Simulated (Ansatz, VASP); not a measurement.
## One calculation of Ba7NaF16, two programs

```
CELL_PARAMETERS angstrom
0.00000 6.22573 6.22573
6.22573 0.00000 6.22573
6.22573 6.22573 0.00000
ATOMIC_POSITIONS crystal
Na 0.00000 0.00000 0.00000
Ba 0.00000 0.00000 0.50000
Ba 0.00000 0.50000 0.00000
Ba 0.00000 0.50000 0.50000
Ba 0.50000 0.00000 0.00000
Ba 0.50000 0.00000 0.50000
Ba 0.50000 0.50000 0.00000
Ba 0.50000 0.50000 0.50000
F 0.12500 0.12500 0.12500
F 0.12500 0.12500 0.62500
F 0.12500 0.62500 0.12500
F 0.12500 0.62500 0.62500
F 0.62500 0.12500 0.12500
F 0.62500 0.12500 0.62500
F 0.62500 0.62500 0.12500
F 0.62500 0.62500 0.62500
F 0.37500 0.37500 0.37500
F 0.37500 0.37500 0.87500
F 0.37500 0.87500 0.37500
F 0.37500 0.87500 0.87500
F 0.87500 0.37500 0.37500
F 0.87500 0.37500 0.87500
F 0.87500 0.87500 0.37500
F 0.87500 0.87500 0.87500
```

Alike in both runs: functional PBE; k mesh 3 × 3 × 3; occupations fermi-dirac, width 0.01 eV; collinear spin.

Ansatz relaxed the structure, and its values are those at the end. VASP's run is a single point on that final structure, the one shown.

```csv
,VASP,Ansatz
version,VASP 6.6.1,Ansatz 0.2.0
potentials or method,"VASP PAW PBE potentials, release 64 (Na_pv, Ba_sv, F)","plane-wave PAW, scalar-relativistic"
plane-wave cutoff (eV),520,420
valence electrons in the cell,189,191
```

Ansatz gave:

```
pressure (GPa)                                                : -0.3
rms of the force components (eV/Å)                            : 0.004
net moment per atom (μB)                                      : 0.04
size of the moment on the site where the two differ most (μB) : 0.11
```

Q: Which values does VASP return?

A: Pressure (GPa): 0.6; rms of the force components (eV/Å): 0.017; net moment per atom (μB): 0.04; size of the moment on the site where the two differ most (μB): 0.10.

Site moments also hang on the region over which each program counts them. VASP's potentials hold 189 valence electrons a cell and Ansatz's 191, so a difference there can come from the potentials and not from the codes. Ansatz's warnings: stress scf threshold loose.

Neither program's run includes spin-orbit coupling.
